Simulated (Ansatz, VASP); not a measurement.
## MgO: VASP beside Ansatz

```
Mg O
1.0
     3.44664    0.00000    0.00000
    -1.72332    2.98488    0.00000
     0.00000    0.00000    4.49580
Mg O
2 2
Direct
  0.66667 0.33333 0.75000
  0.33333 0.66667 0.25000
  0.66667 0.33333 0.25000
  0.33333 0.66667 0.75000
```

Alike in both runs: task single point; functional PBE; k mesh 9 × 9 × 6; occupations gaussian, width 0.05 eV; no spin polarisation.

|  | VASP | Ansatz |
| --- | --- | --- |
| version | VASP 6.6.1 | Ansatz 0.2.0 |
| potentials or method | VASP PAW PBE potentials, release 64 (Mg, O), cutoff 520 eV | scalar-relativistic, plane waves, PAW |
| valence electrons in the cell | 16 | 32 |

```tsv
	VASP	Ansatz	Ansatz less VASP
gap on the k mesh at the Fermi level (eV)	3.07	3.10	+0.021
least direct gap on the mesh (eV)	3.07	3.10	+0.021
pressure (GPa)	-1.3	-0.8	+0.55
traceless stress, the component that is largest in VASP (GPa)	-6.66	-6.54	+0.125
```

With one functional, cell and mesh, what is left measures potentials, basis and numerics. VASP's potentials hold 16 valence electrons a cell and Ansatz's 32, so a difference there can come from the potentials and not from the codes.
